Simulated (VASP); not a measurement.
Input of a VASP 6.6.1 run:

The input INCAR:

```
SYSTEM = Mg5O
  PREC = Accurate
  ENCUT = 600
  EDIFF = 1E-7
  ISMEAR = 0
  SIGMA = 0.1
  LREAL = .FALSE.
  LASPH = .TRUE.
  NELM = 150
  ALGO = Normal
  ISIF = 3
  LWAVE = .FALSE.
  LCHARG = .FALSE.
  ISPIN = 2
  MAGMOM = 0 0 0 0 0 1
  LORBIT = 11
  GGA = PE
  IBRION = 2
  NSW = 90
  EDIFFG = -0.04
```

KPOINTS

```
regular mesh
0
G
  6 6 1
  0 0 0
```

Contents of POSCAR:

```
Mg5O
1.0
    3.0701343500      0.0000000000      0.0000000000
   -1.5350671800      2.6588143400      0.0000000000
    0.0000000000      0.0000000000     15.3626024500
Mg O
5 1
Direct
    0.6666666700      0.3333333300      0.1697627500
    0.0000000000      0.0000000000      0.3333671700
    0.6666666700      0.3333333300      0.5000000000
    0.0000000000      0.0000000000      0.6666328300
    0.6666666700      0.3333333300      0.8302372500
    0.0000000000      0.0000000000      0.0000000000
```

Potentials or basis: VASP PAW PBE potentials, release 64 (Mg, O).

The run is started by

```console
$ cat potpaw_PBE.64/Mg/POTCAR potpaw_PBE.64/O/POTCAR > POTCAR
$ mpirun -np 1 vasp_std > vasp.out
```

Problem. Estimate the net moment.

Solution. 0.00 μB per cell.

Problem. What does it give for the space group after relaxing (to 0.1 Å)?

Solution. P-6m2 (No. 187).

Stress tensor (GPa, compression positive):
```
 0.07  0.00  0.00
 0.00  0.07  0.00
 0.00  0.00 -0.07
```

Caveat: the k points lie up to 0.47 Å⁻¹ apart in the final cell, too coarse for converged energies and pressures of a metal.
